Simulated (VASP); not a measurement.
GaSb:

```
Sb Ga
1.0
    -1.58642    2.72747    2.95006
     1.58642   -2.72747    2.95006
     1.58642    2.72747   -2.95006
Sb Ga
1 1
Direct
  0.50000 0.50000 0.00000
  0.00000 0.00000 0.00000
```

Base run:

```yaml
Program: VASP 6.6.1
Functional: PBEsol
Potentials_or_basis: VASP PAW PBE potentials, release 64 (Sb, Ga_d)
Cutoff: 520 eV
k_mesh: 10 × 10 × 10
Occupations: fermi-dirac, width 0.05 eV
Spin: no spin polarisation
```

Its results: band gap on the k mesh zero (band 9 reaches 7.52 eV, above the bottom of band 10 at 3.44 eV); pressure -5.5 GPa.

The run is repeated on the same cell with these changes: functional from PBEsol to LDA; potentials or basis from VASP PAW PBE potentials, release 64 (Sb, Ga_d) to VASP PAW LDA potentials, release 64 (Sb, Ga_d). What comes out?

Band gap on the k mesh zero (band 9 reaches 7.44 eV, above the bottom of band 10 at 3.43 eV); pressure -6.7 GPa.

Caveats: spin-orbit coupling is left out, which moves the levels of the heavy elements; the PAW data sets were made with another functional, which shifts forces and pressure a little (some runs).
